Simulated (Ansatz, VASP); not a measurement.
NbH2: VASP beside Ansatz

```
Nb H
1.0
     0.00000    2.25067    2.25067
     2.25067    0.00000    2.25067
     2.25067    2.25067    0.00000
Nb H
1 2
Direct
  0.00000 0.00000 0.00000
  0.25000 0.25000 0.25000
  0.75000 0.75000 0.75000
```

Change from the starting cell: volume scaled by 0.96.

Alike in both runs: task single point; functional LDA; k mesh 15 × 15 × 15; occupations fermi-dirac, width 0.03 eV; no spin polarisation.

|  | VASP | Ansatz |
| --- | --- | --- |
| version | VASP 6.6.1 | Ansatz 0.2.0 |
| potentials or method | VASP PAW LDA potentials, release 64 (Nb_sv, H), cutoff 520 eV | all-electron LAPW, scalar-relativistic |

Ansatz gave:

* pressure (GPa): -0.8

Task: Estimate VASP's values.

Result: Pressure (GPa): -0.9.

LDA's correlation is that of Perdew and Zunger in VASP and of Perdew and Wang (1992) in Ansatz. Ansatz ran all-electron here, and VASP with PAW potentials.
